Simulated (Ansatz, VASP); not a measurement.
## S: VASP beside Ansatz

```
CELL_PARAMETERS angstrom
13.80000 0.00000 0.00000
0.00000 14.00000 0.00000
0.00000 0.00000 10.40000
ATOMIC_POSITIONS crystal
S 0.32766 0.50000 0.45300
S 0.37814 0.37988 0.54700
S 0.37814 0.62012 0.54700
S 0.50000 0.33013 0.45300
S 0.50000 0.66987 0.45300
S 0.62186 0.37988 0.54700
S 0.62186 0.62012 0.54700
S 0.67234 0.50000 0.45300
```

Alike in both runs: task relaxation of the atoms; functional PBE; dispersion D3(BJ); k mesh 1 × 1 × 1; occupations gaussian, width 0.01 eV; no spin polarisation.

|  | VASP | Ansatz |
| --- | --- | --- |
| version | VASP 6.6.1 | Ansatz 0.2.0 |
| potentials or method | VASP PAW PBE potentials, release 64 (S), cutoff 520 eV | scalar-relativistic, plane waves, PAW |
| valence electrons in the cell | 48 | 48 |

|  | VASP | Ansatz | Ansatz less VASP |
| --- | --- | --- | --- |
| gap on the k mesh at the Fermi level, each at its own relaxed structure (eV) | 3.38 | 3.30 | -0.085 |
